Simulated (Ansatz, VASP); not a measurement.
Two plane-wave programs on TiTe2

```
CELL_PARAMETERS angstrom
3.77700 0.00000 0.00000
-1.88850 3.27098 0.00000
0.00000 0.00000 6.49800
ATOMIC_POSITIONS crystal
Te 0.33333 0.66667 0.73720
Te 0.66667 0.33333 0.26280
Ti 0.00000 0.00000 0.00000
```

Alike in both runs: task relaxation of cell and atoms; functional BLYP; dispersion D3(BJ); k mesh 8 × 8 × 4; occupations fermi-dirac, width 0.05 eV; no spin polarisation.

|  | VASP | Ansatz |
| --- | --- | --- |
| version | VASP 6.6.1 | Ansatz 0.2.0 |
| potentials or method | VASP PAW PBE potentials, release 64 (Te, Ti_sv) | Ansatz PAW |
| plane-wave cutoff (eV) | 600 | 420 |
| valence electrons in the cell | 24 | 44 |

VASP gave:

- relaxed volume (Å³/atom): 25.50
- relaxed cell length with the largest relative difference (Å): 3.748

Which values does Ansatz return?

Relaxed volume (Å³/atom): 25.43; relaxed cell length with the largest relative difference (Å): 3.744.

VASP's potentials were made for PBE, not for BLYP. VASP's potentials hold 24 valence electrons a cell and Ansatz's 44, so a difference there can come from the potentials and not from the codes.

Spin-orbit coupling is off throughout. Noted on Ansatz's run: the plane-wave basis is chosen anew once the cell has moved, so the energies of steps on either side of that aren't comparable.
